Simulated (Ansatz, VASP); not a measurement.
## One calculation of KLa, two programs

File INCAR:

```
SYSTEM = KLa
PREC = Accurate
ENCUT = 520
EDIFF = 1E-6
ISMEAR = -1
SIGMA = 0.05
LREAL = .False.
LASPH = .True.
NELM = 80
ALGO = Normal
ISIF = 2
LWAVE = .False.
LCHARG = .False.
GGA = PE
NBANDS = 17
```

File KPOINTS:

```
Automatic mesh
0
Gamma
  11 11 11
  0 0 0
```

The input POSCAR:

```
KLa
1.0
    1.8744391654     -1.0822079568      7.3540741772
    0.0000000000      2.1644159135      7.3540741772
   -1.8744391654     -1.0822079568      7.3540741772
K La
1 1
Direct
    0.0000000000      0.0000000000      0.0000000000
    0.5000000000      0.5000000000      0.5000000000
```

Input for Ansatz:

```yaml
crystal:
  lattice:
    - [1.8744391654, -1.0822079568, 7.3540741772]
    - [0.0, 2.1644159135, 7.3540741772]
    - [-1.8744391654, -1.0822079568, 7.3540741772]
  atoms:
    - { symbol: K, position: [0.0, 0.0, 0.0] }
    - { symbol: La, position: [0.5, 0.5, 0.5] }
kpoints:
  mp_grid: { grid: [11, 11, 11] }
scf:
  occupations: { method: fermi_dirac, width: 0.05 }
hamiltonian:
  xc: pbe
  pseudopotentials: { kind: all_electron, lapw: { basis_error: 0.00025 } }
output:
  forces: true
  stress: true
  eigenvalues: true
```

Change from the starting cell: volume scaled by 0.97.

Alike in both runs: task single point; functional PBE; k mesh 11 × 11 × 11; occupations fermi-dirac, width 0.05 eV; no spin polarisation.

|  | VASP | Ansatz |
| --- | --- | --- |
| version | VASP 6.6.1 | Ansatz 0.2.0 |
| potentials or method | VASP PAW PBE potentials, release 64 (K_sv, La), cutoff 520 eV | all-electron LAPW, scalar-relativistic |

|  | VASP | Ansatz | Ansatz less VASP |
| --- | --- | --- | --- |
| pressure (GPa) | 0.4 | 0.4 | 0.00 |

Ansatz ran all-electron here, and VASP with PAW potentials.

Spin-orbit coupling is off throughout.
